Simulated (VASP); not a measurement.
# Rh (P6/mmm) in VASP: further runs

Rh is run at these levels: PBE; tasks: single point.

All numbers are computed with VASP 6.6.1; they aren't measurements. Logs are shortened: lines on timing, memory, paths and dates and some standing lists are left out, and cuts for length are marked.

## Step 1: The cell of the first run

The structure is hexagonal, space group P6/mmm (No. 191). The conventional cell has a = 4.220 Å, b = 4.220 Å, c = 2.590 Å, α = 90.00°, β = 90.00°, γ = 120.00°. Within 3.4 Å of Rh (site symmetry 6/mmm) lie 14 Rh at 2.59 to 2.76 Å. Within 3.2 Å of Rh (site symmetry -6m2) lie 11 Rh at 2.44 to 2.76 Å.

This isn't the form of Rh at room conditions, which is fcc.

## Step 2: Single point, PBE (13.31 Å³/atom)

Input file INCAR:

```
SYSTEM = Rh
PREC = Accurate
ENCUT = 520
EDIFF = 1E-6
ISMEAR = -1
SIGMA = 0.1
LREAL = .False.
LASPH = .True.
NELM = 60
ALGO = Normal
ISIF = 2
LWAVE = .False.
LCHARG = .False.
GGA = PE
NBANDS = 30
```

Input file KPOINTS:

```
Automatic mesh
0
Gamma
  11 11 16
  0 0 0
```

Input file POSCAR:

```
Rh
1.0
    4.2198073749      0.0000000000      0.0000000000
   -2.1099036875      3.6544603857      0.0000000000
    0.0000000000      0.0000000000      2.5895789998
Rh
3
Direct
    1.0000000000      1.0000000000      0.0000000000
    0.3333333333      0.6666666667      0.5000000000
    0.6666666667      0.3333333333      0.5000000000
```

Potentials or basis: VASP PAW PBE potentials, release 64 (Rh_pv).

Run with:

```sh
cat potpaw_PBE.64/Rh_pv/POTCAR > POTCAR
mpirun -np 1 vasp_std > vasp.out
```

OUTCAR:

```text
SYSTEM = Rh
   PREC = Accurate
   ENCUT = 520
   EDIFF = 1E-6
   ISMEAR = -1
   LREAL = .False.
   LASPH = .True.
   NELM = 60
   ISIF = 2
   GGA = PE

 ion  position               nearest neighbor table
   1  0.000  0.000  0.000-   2 2.76   3 2.76   2 2.76   3 2.76   2 2.76   2 2.76   3 2.76   3 2.76
                             3 2.76   3 2.76   2 2.76   2 2.76
   2  0.333  0.667  0.500-   3 2.44   3 2.44   3 2.44   1 2.76   1 2.76   1 2.76   1 2.76   1 2.76
                             1 2.76
   3  0.667  0.333  0.500-   2 2.44   2 2.44   2 2.44   1 2.76   1 2.76   1 2.76   1 2.76   1 2.76
                             1 2.76

  LATTYP: Found a hexagonal cell.
 ALAT       =     4.2198073749
 C/A-ratio  =     0.6136723243

  Lattice vectors:

 A1 = (   4.2198073749,   0.0000000000,   0.0000000000)
 A2 = (  -2.1099036875,   3.6544603857,   0.0000000000)
 A3 = (   0.0000000000,   0.0000000000,   2.5895789998)

Analysis of symmetry for initial positions (statically):
=====================================================================
 Subroutine PRICEL returns:
 Original cell was already a primitive cell.

 Routine SETGRP: Setting up the symmetry group for a
 hexagonal supercell.

 Subroutine GETGRP returns: Found 24 space group operations
 (whereof 24 operations were pure point group operations)
 out of a pool of 24 trial point group operations.

The static configuration has the point symmetry D_6h.

Analysis of symmetry for dynamics (positions and initial velocities):
=====================================================================
 Subroutine PRICEL returns:
 Original cell was already a primitive cell.

 Routine SETGRP: Setting up the symmetry group for a
 hexagonal supercell.

 Subroutine GETGRP returns: Found 24 space group operations
 (whereof 24 operations were pure point group operations)
 out of a pool of 24 trial point group operations.

The dynamic configuration has the point symmetry D_6h.

 Subroutine INISYM returns: Found 24 space group operations
 (whereof 24 operations are pure point group operations),
 and found     1 'primitive' translations

----------------------------------------------------------------------------------------

                                     Primitive cell

  volume of cell :      39.9342

  direct lattice vectors                    reciprocal lattice vectors
     4.219807375  0.000000000  0.000000000     0.236977642  0.136819105  0.000000000
    -2.109903688  3.654460386  0.000000000     0.000000000  0.273638210  0.000000000
     0.000000000  0.000000000  2.589579000     0.000000000  0.000000000  0.386163156

  length of vectors
     4.219807375  4.219807375  2.589579000     0.273638210  0.273638210  0.386163156

  position of ions in fractional coordinates (direct lattice)
     0.000000000  0.000000000  0.000000000
     0.333333333  0.666666667  0.500000000
     0.666666667  0.333333333  0.500000000

  ion indices of the primitive-cell ions
   primitive index   ion index
                 1           1
                 2           2
                 3           3

----------------------------------------------------------------------------------------

 KPOINTS: Automatic mesh

Automatic generation of k-mesh.
 Grid dimensions read from file:
 generate k-points for:   11   11   16

 Generating k-lattice:

  Cartesian coordinates                     Fractional coordinates (reciprocal lattice)
     0.021543422  0.012438100  0.000000000     0.090909091 -0.000000000  0.000000000
     0.000000000  0.024876201  0.000000000     0.000000000  0.090909091  0.000000000
     0.000000000  0.000000000  0.024135197     0.000000000  0.000000000  0.062500000

  Length of vectors
     0.024876201  0.024876201  0.024135197

  Shift w.r.t. Gamma in fractional coordinates (k-lattice)
     0.000000000  0.000000000  0.000000000

 Subroutine IBZKPT returns following result:
 ===========================================

 Found    144 irreducible k-points:

 Following reciprocal coordinates:
            Coordinates               Weight
  0.000000  0.000000  0.000000      1.000000
  0.090909  0.000000  0.000000      6.000000
  0.181818  0.000000  0.000000      6.000000
  0.272727  0.000000  0.000000      6.000000
  0.363636  0.000000  0.000000      6.000000
  0.454545  0.000000  0.000000      6.000000
[... 16 lines left out ...]
  0.090909  0.090909  0.062500     12.000000
  0.181818  0.090909  0.062500     24.000000
 [... further k-points ...]
   k-points           NKPTS =    144   k-points in BZ     NKDIM =    144   number of bands    NBANDS=     30
   number of dos      NEDOS =    301   number of ions     NIONS =      3
   total plane-waves  NPLWV =  20480
   dimension x,y,z NGX =    32 NGY =   32 NGZ =   20
   dimension x,y,z NGXF=    64 NGYF=   64 NGZF=   40
   ions per type =               3
   NGX,Y,Z   is equivalent  to a cutoff of  12.61, 12.61, 12.84 a.u.
   NGXF,Y,Z  is equivalent  to a cutoff of  25.21, 25.21, 25.68 a.u.
 SYSTEM =  Rh
   PREC   = accura    normal or accurate (medium, high low for compatibility)
   ISTART =      0    job   : 0-new  1-cont  2-samecut
   ICHARG =      2    charge: 1-file 2-atom 10-const
   ISPIN  =      1    spin polarized calculation?
   LNONCOLLINEAR =      F non collinear calculations
   LSORBIT =      F    spin-orbit coupling
   LASPH  =      T    aspherical Exc in radial PAW
   ENCUT  =  520.0 eV  38.22 Ry    6.18 a.u.   7.85  7.85  4.81*2*pi/ulx,y,z
   NELM   =     60;   NELMIN=  2; NELMDL= -5     # of ELM steps
   EDIFF  = 0.1E-05   stopping-criterion for ELM
   LREAL  =      F    real-space projection
   EDIFFG = 0.1E-04   stopping-criterion for IOM
   NSW    =      0    number of steps for IOM
   IBRION =     -1    ionic relax: 0-MD 1-quasi-New 2-CG
   NFREE  =      0    steps in history (QN), initial steepest desc. (CG)
   ISIF   =      2    stress and relaxation
   ISYM   =      2    0-nonsym 1-usesym 2-fastsym
   POTIM  = 0.5000    time-step for ionic-motion
   TEBEG  =    0.0;   TEEND  =   0.0 temperature during run
   PSTRESS=    0.0 pullay stress
   NELECT =      45.0000    total number of electrons
   NUPDOWN=      -1.0000    fix difference up-down
   EMIN   =  10.00;   EMAX   =-10.00  energy-range for DOS
   EFERMI =   0.00;   METHOD = LEGACY
   ISMEAR =    -1;   SIGMA  =   0.10  broadening in eV -4-tet -1-fermi 0-gaus
   EFERMI_NEDOS =   21; number of points for ismear=-14 and -15
   IALGO  =     38    algorithm
   IMIX   =      4    mixing-type and parameters
     AMIX     =   0.40;   BMIX     =  1.00
     AMIX_MAG =   1.60;   BMIX_MAG =  1.00
  volume/ion in A,a.u.               =      13.31        89.83
  Fermi-wavevector in a.u.,A,eV,Ry     =   1.703586  3.219310 39.486886  2.902204
  Thomas-Fermi vector in A             =   2.783145
   LORBIT       =      0    0 simple, 1 ext, 2 COOP (PROOUT), +10 PAW based schemes
   GGA     = PE    functional components
   LHFCALC =     F    Hartree Fock is set to
   AEXX    =    0.0000 exact exchange contribution
   IVDW    =     0    specifies the selected vdW correction
   LEPSILON=     F    determine dielectric tensor
   LRPA    =     F    only Hartree local field effects (RPA)
 non-spin polarized calculation
  energy-cutoff  :      520.00
  volume of cell :       39.93
 maximum number of plane-waves:      1095
 NGX is ok and might be reduce to    32
   NGX = 15   NGY = 15   NGZ =  9

 number of electron      45.0000006 magnetization

 Free energy of the ion-electron system (eV)
  ---------------------------------------------------
  ext. energy  EPLUGINS =         0.00000000
  ---------------------------------------------------
  free energy    TOTEN  =       -20.95209200 eV

  energy without entropy =      -20.78429425  energy(sigma->0) =      -20.86819313

 E-fermi :  12.5544     XC(G=0): -14.2214

 val. band max:       12.5524599903   @ k =   0.2727   0.1818   0.3125
 cond. band min:      12.5580380634   @ k =   0.1818   0.0000   0.5000
 fundamental gap:      0.0055780731
 Fermi energy:        12.5544448548

 k-point     1 :       0.0000    0.0000    0.0000
  band No.  band energies     occupation
      1     -34.7109      2.00000
      2     -34.7109      2.00000
      3     -34.2812      2.00000
      4     -34.2812      2.00000
      5     -34.0189      2.00000
      6     -33.8531      2.00000
[... 22 lines left out ...]
     29      21.4065      0.00000
     30      22.2048      0.00000

 k-point     2 :       0.0909    0.0000    0.0000
  band No.  band energies     occupation
      1     -34.7249      2.00000
      2     -34.7102      2.00000
      3     -34.2622      2.00000
      4     -34.2594      2.00000
      5     -34.0146      2.00000
      6     -33.8763      2.00000
[... 22 lines left out ...]
     29      22.8720      0.00000
     30      22.9507      0.00000

 k-point     3 :       0.1818    0.0000    0.0000
  band No.  band energies     occupation
      1     -34.7581      2.00000
      2     -34.7007      2.00000
      3     -34.2139      2.00000
      4     -34.2061      2.00000
      5     -34.0024      2.00000
      6     -33.9412      2.00000
[... 22 lines left out ...]
     29      23.7540      0.00000
     30      24.4747      0.00000

 k-point     4 :       0.2727    0.0000    0.0000
  band No.  band energies     occupation
      1     -34.7954      2.00000
      2     -34.6703      2.00000
      3     -34.1529      2.00000
      4     -34.1517      2.00000
      5     -34.0273      2.00000
      6     -33.9844      2.00000
[... 22 lines left out ...]
     29      25.0310      0.00000
     30      25.8896      0.00000

 k-point     5 :       0.3636    0.0000    0.0000
  band No.  band energies     occupation
      1     -34.8253      2.00000
      2     -34.6166      2.00000
      3     -34.1861      2.00000
      4     -34.0870      2.00000
      5     -34.0502      2.00000
      6     -33.9644      2.00000
[... 22 lines left out ...]
     29      26.6286      0.00000
     30      26.9900      0.00000
[... 526 lines left out ...]
     29      26.7347      0.00000
     30      27.1135      0.00000

 k-point    22 :       0.4545    0.0000    0.0625
  band No.  band energies     occupation
      1     -34.8365      2.00000
      2     -34.5588      2.00000
      3     -34.2648      2.00000
      4     -34.0342      2.00000
      5     -34.0269      2.00000
      6     -33.9699      2.00000
[... 22 lines left out ...]
     29      27.6393      0.00000
     30      28.3824      0.00000

 k-point    23 :       0.0909    0.0909    0.0625
  band No.  band energies     occupation
      1     -34.7427      2.00000
      2     -34.7038      2.00000
      3     -34.2223      2.00000
      4     -34.2205      2.00000
      5     -34.0256      2.00000
      6     -33.9274      2.00000
[... 22 lines left out ...]
     29      22.7843      0.00000
     30      24.6432      0.00000

 k-point    24 :       0.1818    0.0909    0.0625
  band No.  band energies     occupation
      1     -34.7727      2.00000
      2     -34.6867      2.00000
      3     -34.1727      2.00000
      4     -34.1658      2.00000
      5     -34.0091      2.00000
      6     -34.0040      2.00000
[... 22 lines left out ...]
     29      23.8491      0.00000
     30      25.9179      0.00000

 [... further k-points ...]
[... 5 lines left out ...]
  --------------------------------------------------------------------------------------
  -------------------------------------------------------------------------------------
  Total        6.3685520      6.3685520      5.6137125     -0.0000000      0.0000000      0.0000000
  in kB      255.5090159    255.5090159    225.2245351     -0.0000000      0.0000000      0.0000000
  external PRESSURE =     245.4141890 kB  Pullay stress =       0.0000000 kB

 VOLUME and BASIS-vectors are now :
 -----------------------------------------------------------------------------
  energy-cutoff  :      520.00
  volume of cell :       39.93
      direct lattice vectors                 reciprocal lattice vectors
     4.219807375  0.000000000  0.000000000     0.236977642  0.136819105  0.000000000
    -2.109903688  3.654460386  0.000000000     0.000000000  0.273638210  0.000000000
     0.000000000  0.000000000  2.589579000     0.000000000  0.000000000  0.386163156

 POSITION                                       TOTAL-FORCE (eV/Angst)
 -----------------------------------------------------------------------------------
      0.00000      0.00000      0.00000         0.000000     -0.000000      0.000000
     -0.00000      2.43631      1.29479        -0.000000      0.000000     -0.000000
      2.10990      1.21815      1.29479         0.000000     -0.000000      0.000000
 -----------------------------------------------------------------------------------
    total drift:                               -0.000000      0.000000      0.000000

  FREE ENERGIE OF THE ION-ELECTRON SYSTEM (eV)
  ---------------------------------------------------
  free  energy   TOTEN  =       -20.9520920011 eV

  energy  without entropy=      -20.7842942550  energy(sigma->0) =      -20.86819313
```

Wall time 2 min (1 thread of AMD EPYC 9R45 (Zen 5), shared host); peak memory 0.21 GiB.

Results:

| Item | Value |
| --- | --- |
| Free energy | -20.9521 eV |
| Pressure | 24.5 GPa |
| Band gap on the k mesh | zero (an odd number of electrons rules out a gap without spin polarisation) |

Caveat: the cell stands under pressure.

## Step 3: Single point, PBE (13.89 Å³/atom)

This run uses another cell than the first one, of 13.89 Å³/atom.

Input file INCAR:

```
SYSTEM = Rh
PREC = Accurate ; ENCUT = 520
EDIFF = 1E-6 ; ISMEAR = -1
SIGMA = 0.1 ; LREAL = .False.
LASPH = .True. ; NELM = 80
ALGO = Normal ; ISIF = 2
LWAVE = .False. ; LCHARG = .True.
GGA = PE ; LELF = .True.
LVHAR = .True. ; NBANDS = 30
```

Input file KPOINTS:

```
regular mesh
0
Gamma
  11 11 16
  0 0 0
```

Input file POSCAR:

```
Rh
1.0
    4.2800984830      0.0000000000      0.0000000000
   -2.1400492415      3.7066740170      0.0000000000
    0.0000000000      0.0000000000      2.6265779843
Rh
3
Direct
    1.0000000000      1.0000000000      0.0000000000
    0.3333333333      0.6666666667      0.5000000000
    0.6666666667      0.3333333333      0.5000000000
```

Potentials or basis: VASP PAW PBE potentials, release 64 (Rh_pv).

Run with:

```sh
cat potpaw_PBE.64/Rh_pv/POTCAR > POTCAR
mpirun -np 1 vasp_std > vasp.out
```

OUTCAR:

```text
SYSTEM = Rh
   PREC = Accurate
   ENCUT = 520
   EDIFF = 1E-6
   ISMEAR = -1
   LREAL = .False.
   LASPH = .True.
   NELM = 80
   ISIF = 2
   GGA = PE

 ion  position               nearest neighbor table
   1  0.000  0.000  0.000-   2 2.80   3 2.80   2 2.80   3 2.80   3 2.80   3 2.80   2 2.80   2 2.80
                             3 2.80   3 2.80   2 2.80   2 2.80
   2  0.333  0.667  0.500-   3 2.47   3 2.47   3 2.47   1 2.80   1 2.80   1 2.80   1 2.80   1 2.80
                             1 2.80
   3  0.667  0.333  0.500-   2 2.47   2 2.47   2 2.47   1 2.80   1 2.80   1 2.80   1 2.80   1 2.80
                             1 2.80

  LATTYP: Found a hexagonal cell.
 ALAT       =     4.2800984830
 C/A-ratio  =     0.6136723243

  Lattice vectors:

 A1 = (   4.2800984830,   0.0000000000,   0.0000000000)
 A2 = (  -2.1400492415,   3.7066740170,   0.0000000000)
 A3 = (   0.0000000000,   0.0000000000,   2.6265779843)

Analysis of symmetry for initial positions (statically):
=====================================================================
 Subroutine PRICEL returns:
 Original cell was already a primitive cell.

 Routine SETGRP: Setting up the symmetry group for a
 hexagonal supercell.

[... 163 lines left out ...]
  ---------------------------------------------------
  free energy    TOTEN  =       -21.14171623 eV

  energy without entropy =      -20.96181750  energy(sigma->0) =      -21.05176686

 E-fermi :  11.7615     XC(G=0): -13.9462

 val. band max:       11.7592459871   @ k =   0.2727   0.1818   0.3125
 cond. band min:      11.7657595943   @ k =   0.1818   0.0000   0.5000
 fundamental gap:      0.0065136072
 Fermi energy:        11.7615293245

 k-point     1 :       0.0000    0.0000    0.0000
  band No.  band energies     occupation
      1     -35.3319      2.00000
      2     -35.3319      2.00000
      3     -34.9369      2.00000
      4     -34.9369      2.00000
      5     -34.7109      2.00000
      6     -34.5716      2.00000
[... 781 lines left out ...]
     29      22.6645      0.00000
     30      24.7822      0.00000

 [... further k-points ...]
[... 5 lines left out ...]
  --------------------------------------------------------------------------------------
  -------------------------------------------------------------------------------------
  Total        2.9524662      2.9524662      2.4784629      0.0000000     -0.0000000      0.0000000
  in kB      113.5186096    113.5186096     95.2937789      0.0000000     -0.0000000      0.0000000
  external PRESSURE =     107.4436660 kB  Pullay stress =       0.0000000 kB

 VOLUME and BASIS-vectors are now :
 -----------------------------------------------------------------------------
  energy-cutoff  :      520.00
  volume of cell :       41.67
      direct lattice vectors                 reciprocal lattice vectors
     4.280098483  0.000000000  0.000000000     0.233639484  0.134891819  0.000000000
    -2.140049241  3.706674017  0.000000000     0.000000000  0.269783638  0.000000000
     0.000000000  0.000000000  2.626577984     0.000000000  0.000000000  0.380723514

 POSITION                                       TOTAL-FORCE (eV/Angst)
 -----------------------------------------------------------------------------------
      0.00000      0.00000      0.00000         0.000000      0.000000      0.000000
     -0.00000      2.47112      1.31329         0.000000     -0.000000      0.000000
      2.14005      1.23556      1.31329        -0.000000      0.000000     -0.000000
 -----------------------------------------------------------------------------------
    total drift:                               -0.000000      0.000000      0.000000

  FREE ENERGIE OF THE ION-ELECTRON SYSTEM (eV)
  ---------------------------------------------------
  free  energy   TOTEN  =       -21.1417162257 eV

  energy  without entropy=      -20.9618174982  energy(sigma->0) =      -21.05176686
```

OSZICAR:

```text
N       E                     dE             d eps       ncg     rms          rms(c)
DAV:   1     0.548781442969E+03    0.54878E+03   -0.27276E+04  8688   0.170E+03
DAV:   2    -0.699676507344E+01   -0.55578E+03   -0.53913E+03  9054   0.536E+02
DAV:   3    -0.223466614937E+02   -0.15350E+02   -0.15101E+02  9654   0.993E+01
DAV:   4    -0.224748688559E+02   -0.12821E+00   -0.12817E+00  9656   0.921E+00
DAV:   5    -0.224770938407E+02   -0.22250E-02   -0.22250E-02  9666   0.125E+00    0.180E+01
DAV:   6    -0.212325807476E+02    0.12445E+01   -0.37753E+00  9432   0.169E+01    0.709E+00
DAV:   7    -0.218035655396E+02   -0.57098E+00   -0.34875E+00  9384   0.183E+01    0.955E+00
DAV:   8    -0.211480809371E+02    0.65548E+00   -0.27179E+00  9360   0.993E+00    0.256E+00
DAV:   9    -0.211416287548E+02    0.64522E-02   -0.23485E-02  9300   0.143E+00    0.173E-01
DAV:  10    -0.211417125673E+02   -0.83813E-04   -0.40646E-04 10302   0.192E-01    0.635E-02
DAV:  11    -0.211417169171E+02   -0.43498E-05   -0.25397E-05  9468   0.429E-02    0.109E-02
DAV:  12    -0.211417162257E+02    0.69141E-06   -0.84704E-07  6008   0.831E-03
   1 F= -.21141716E+02 E0= -.21051767E+02  d E =-.179899E+00
```

Wall time 97 s (1 thread of AMD EPYC 9R45 (Zen 5), shared host); peak memory 0.21 GiB.

Results:

| Property | Result |
| --- | --- |
| Free energy | -21.1417 eV |
| Pressure | 10.7 GPa |
| Band gap on the k mesh | zero (an odd number of electrons rules out a gap without spin polarisation) |

Caveat: the cell stands under pressure.

(Continued in part 2 of 2.)
